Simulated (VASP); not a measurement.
# NiO (Fm-3m) in VASP: single point with BLYP+D3(BJ)

Aim: the single point of NiO with BLYP+D3(BJ).

Everything below comes from runs of VASP 6.6.1. Logs are shortened: lines on timing, memory, paths and dates and some standing lists are left out, and cuts for length are marked.

## 1. The cell of the first run

It takes space group Fm-3m (No. 225, cubic). The conventional cell has a = 4.254 Å, b = 4.254 Å, c = 4.254 Å, α = 90.00°, β = 90.00°, γ = 90.00°. Within 2.8 Å of Ni (site symmetry m-3m) lie 6 O at 2.13 Å. Within 2.8 Å of O (site symmetry m-3m) lie 6 Ni at 2.13 Å.

## 2. Single point, BLYP+D3(BJ), collinear spin, ferromagnetic start

The input, INCAR:

```
SYSTEM = NiO
AGGAC = 1.0 ; AGGAX = 1.0
ALDAC = 0.0 ; ALDAX = 1.0
ALGO = Normal ; EDIFF = 1E-6
ENCUT = 520 ; GGA = B5
ISIF = 2 ; ISMEAR = 0
ISPIN = 2 ; IVDW = 12
LASPH = .TRUE. ; LCHARG = .FALSE.
LMAXMIX = 4 ; LORBIT = 11
LREAL = .FALSE. ; LWAVE = .FALSE.
MAGMOM = 0.04 0 ; NBANDS = 19
NELM = 150 ; PREC = Accurate
SIGMA = 0.02 ; VDW_A1 = 0.4298
VDW_A2 = 4.2359 ; VDW_S6 = 1.0
VDW_S8 = 2.6996
```

The input, KPOINTS:

```
k-points
0
G
  11 11 11
  0 0 0
```

The input, POSCAR:

```
NiO
1.0
    0.0000000000      2.1268120599      2.1268120599
    2.1268120599      0.0000000000      2.1268120599
    2.1268120599      2.1268120599      0.0000000000
Ni O
1 1
Direct
    0.0000000000      0.0000000000      0.0000000000
    0.5000000000      0.5000000000      0.5000000000
```

Potentials or basis: VASP PAW PBE potentials, release 64 (Ni, O).

The run is started by

```sh
$ cat potpaw_PBE.64/Ni/POTCAR potpaw_PBE.64/O/POTCAR > POTCAR
$ mpirun -np 1 vasp_std > vasp.out
```

OUTCAR:

```text
SYSTEM = NiO
   EDIFF = 1E-6
   ENCUT = 520
   GGA = B5
   ISIF = 2
   ISMEAR = 0
   ISPIN = 2
   IVDW = 12
   LASPH = .TRUE.
   LORBIT = 11
   LREAL = .FALSE.
   NELM = 150
   PREC = Accurate
 IVDW          = 12

 ion  position               nearest neighbor table
   1  0.000  0.000  0.000-   2 2.13   2 2.13   2 2.13   2 2.13   2 2.13   2 2.13
   2  0.500  0.500  0.500-   1 2.13   1 2.13   1 2.13   1 2.13   1 2.13   1 2.13

  LATTYP: Found a face centered cubic cell.
 ALAT       =     4.2536241198

  Lattice vectors:

 A1 = (   0.0000000000,   2.1268120599,   2.1268120599)
 A2 = (   2.1268120599,   0.0000000000,   2.1268120599)
 A3 = (   2.1268120599,   2.1268120599,   0.0000000000)

Analysis of symmetry for initial positions (statically):
=====================================================================
 Subroutine PRICEL returns:
 Original cell was already a primitive cell.

 Routine SETGRP: Setting up the symmetry group for a
 face centered cubic supercell.

 Subroutine GETGRP returns: Found 48 space group operations
 (whereof 48 operations were pure point group operations)
 out of a pool of 48 trial point group operations.

The static configuration has the point symmetry O_h .

Analysis of symmetry for dynamics (positions and initial velocities):
=====================================================================
 Subroutine PRICEL returns:
 Original cell was already a primitive cell.

 Routine SETGRP: Setting up the symmetry group for a
 face centered cubic supercell.

 Subroutine GETGRP returns: Found 48 space group operations
 (whereof 48 operations were pure point group operations)
 out of a pool of 48 trial point group operations.

The dynamic configuration has the point symmetry O_h .

Analysis of structural, dynamic, and magnetic symmetry:
=====================================================================
 Subroutine PRICEL returns:
 Original cell was already a primitive cell.

 Routine SETGRP: Setting up the symmetry group for a
 face centered cubic supercell.

 Subroutine GETGRP returns: Found 48 space group operations
 (whereof 48 operations were pure point group operations)
 out of a pool of 48 trial point group operations.

The overall configuration has the point symmetry O_h .

 Subroutine INISYM returns: Found 48 space group operations
 (whereof 48 operations are pure point group operations),
 and found     1 'primitive' translations

----------------------------------------------------------------------------------------

                                     Primitive cell
[... 114 lines left out ...]
  Thomas-Fermi vector in A             =   2.645707
   LORBIT       =     11    0 simple, 1 ext, 2 COOP (PROOUT), +10 PAW based schemes
   GGA     = B5    functional components
   LHFCALC =     F    Hartree Fock is set to
   AEXX    =    0.0000 exact exchange contribution
   IVDW    =    12    specifies the selected vdW correction
   LEPSILON=     F    determine dielectric tensor
   LRPA    =     F    only Hartree local field effects (RPA)
 spin polarized calculation
 Gauss-broadening in eV      SIGMA  =   0.02
  energy-cutoff  :      520.00
  volume of cell :       19.24
 maximum number of plane-waves:       532
   NGX = 11   NGY = 11   NGZ = 11

 number of electron      16.0000014 magnetization       0.4568911

 Free energy of the ion-electron system (eV)
  ---------------------------------------------------
  ext. energy  EPLUGINS =         0.00000000
  ---------------------------------------------------
  free energy    TOTEN  =       -10.51675331 eV

  energy without entropy =      -10.51638287  energy(sigma->0) =      -10.51656809

 E-fermi :   7.4168     XC(G=0): -11.7920

 val. band max:        7.4096467595   @ k =  -0.3636   0.2727   0.0000
 cond. band min:       7.4266603287   @ k =   0.2727   0.2727   0.0000
 fundamental gap:      0.0170135692
 Fermi energy:         7.4167633721

 spin component 1

 k-point     1 :       0.0000    0.0000    0.0000
  band No.  band energies     occupation
      1     -12.4205      1.00000
      2       4.5168      1.00000
      3       4.5168      1.00000
      4       4.5168      1.00000
      5       5.5317      1.00000
      6       5.5317      1.00000
[... 517 lines left out ...]
     18      37.8638      0.00000
     19      38.8021      0.00000

 [... further k-points ...]

 spin component 2

 k-point     1 :       0.0000    0.0000    0.0000
  band No.  band energies     occupation
      1     -12.3465      1.00000
      2       4.5990      1.00000
      3       4.5990      1.00000
      4       4.5990      1.00000
      5       5.7488      1.00000
      6       5.7488      1.00000
[... 517 lines left out ...]
     18      37.9615      0.00000
     19      38.9422      0.00000

 [... further k-points ...]

------------------------ aborting loop because EDIFF is reached ----------------------------------------

 Edisp (eV)   -1.08916

 E8    (eV) :    -0.7498

  FORCE on cell =-STRESS in cart. coord.  units (eV):
  Direction    XX          YY          ZZ          XY          YZ          ZX
  --------------------------------------------------------------------------------------
  -------------------------------------------------------------------------------------
  Total      -1.49663    -1.49663    -1.49663     0.00000     0.00000     0.00000
  in kB    -124.62548  -124.62548  -124.62548     0.00000     0.00000     0.00000
  external pressure =     -124.63 kB  Pullay stress =        0.00 kB

 VOLUME and BASIS-vectors are now :
 -----------------------------------------------------------------------------
  energy-cutoff  :      520.00
  volume of cell :       19.24
      direct lattice vectors                 reciprocal lattice vectors
     0.000000000  2.126812060  2.126812060    -0.235093645  0.235093645  0.235093645
     2.126812060  0.000000000  2.126812060     0.235093645 -0.235093645  0.235093645
     2.126812060  2.126812060  0.000000000     0.235093645  0.235093645 -0.235093645

 POSITION                                       TOTAL-FORCE (eV/Angst)
 -----------------------------------------------------------------------------------
      0.00000      0.00000      0.00000         0.000000      0.000000     -0.000000
      2.12681      2.12681      2.12681        -0.000000     -0.000000      0.000000
 -----------------------------------------------------------------------------------
    total drift:                                0.000000     -0.000000     -0.000000

  FREE ENERGIE OF THE ION-ELECTRON SYSTEM (eV)
  ---------------------------------------------------
  free  energy   TOTEN  =       -11.6059145384 eV

  energy  without entropy=      -11.6055440913  energy(sigma->0) =      -11.60572931

 total charge

# of ion       s       p       d       tot
------------------------------------------
    1        0.305   0.343   8.333   8.982
    2        1.565   3.360   0.000   4.926
--------------------------------------------------
tot          1.871   3.703   8.333  13.907

 magnetization (x)

# of ion       s       p       d       tot
------------------------------------------
    1        0.005   0.005   0.394   0.404
    2        0.007   0.035   0.000   0.043
--------------------------------------------------
tot          0.012   0.040   0.394   0.447
```

OSZICAR:

```text
N       E                     dE             d eps       ncg     rms          rms(c)
DAV:   1     0.880136457570E+02    0.88014E+02   -0.69935E+03  4552   0.103E+03
DAV:   2    -0.731264169171E+01   -0.95326E+02   -0.82913E+02  4386   0.237E+02
DAV:   3    -0.129142633773E+02   -0.56016E+01   -0.52884E+01  4907   0.580E+01
DAV:   4    -0.129678312507E+02   -0.53568E-01   -0.53500E-01  4742   0.554E+00
DAV:   5    -0.129686696380E+02   -0.83839E-03   -0.83833E-03  4903   0.696E-01    0.128E+01
DAV:   6    -0.124773324056E+02    0.49134E+00   -0.11894E+01  5625   0.553E+01    0.159E+01
DAV:   7    -0.105974071031E+02    0.18799E+01   -0.65752E+00  5462   0.523E+01    0.456E+00
DAV:   8    -0.105066996274E+02    0.90707E-01   -0.30452E-01  5590   0.867E+00    0.198E+00
DAV:   9    -0.105158511104E+02   -0.91515E-02   -0.31644E-02  5488   0.187E+00    0.400E-01
DAV:  10    -0.105166142119E+02   -0.76310E-03   -0.45210E-03  5380   0.101E+00    0.177E-01
DAV:  11    -0.105168180268E+02   -0.20381E-03   -0.45677E-04  5464   0.236E-01    0.950E-02
DAV:  12    -0.105167544183E+02    0.63608E-04   -0.25486E-04  6046   0.286E-01    0.327E-02
DAV:  13    -0.105167519989E+02    0.24194E-05   -0.31009E-05  5313   0.771E-02    0.155E-02
DAV:  14    -0.105167530579E+02   -0.10590E-05   -0.28115E-06  4618   0.157E-02    0.705E-03
DAV:  15    -0.105167533128E+02   -0.25491E-06   -0.14131E-06  3691   0.218E-02
   1 F= -.11605915E+02 E0= -.11605729E+02  d E =-.370447E-03  mag=     0.4568
```

Wall time 45 s (1 thread of Intel Xeon Platinum 8259CL at 2.50GHz (Skylake/Cascade Lake), shared host); peak memory 0.18 GiB.

Results:

* Free energy: -11.6059 eV
* Pressure: -12.5 GPa
* Net moment: 0.46 μB per cell
* Site moments: Ni +0.40; O +0.04 μB
* Valence electrons inside the program's atomic spheres: Ni 8.98; O 4.93
* Dispersion energy per atom: -0.545 eV

Caveat: the PAW data sets were made with another functional, which shifts forces and pressure a little; a cell with one magnetic atom can't hold antiferromagnetic order, which such compounds often take; semilocal functionals often make such compounds metallic where correlation or magnetic order opens a gap, which also shifts bond lengths; pairwise dispersion overbinds metals, which lowers pressure and volume. With open d or f shells a metallic result of BLYP can be an artefact of self-interaction; +U or a hybrid may open a gap.
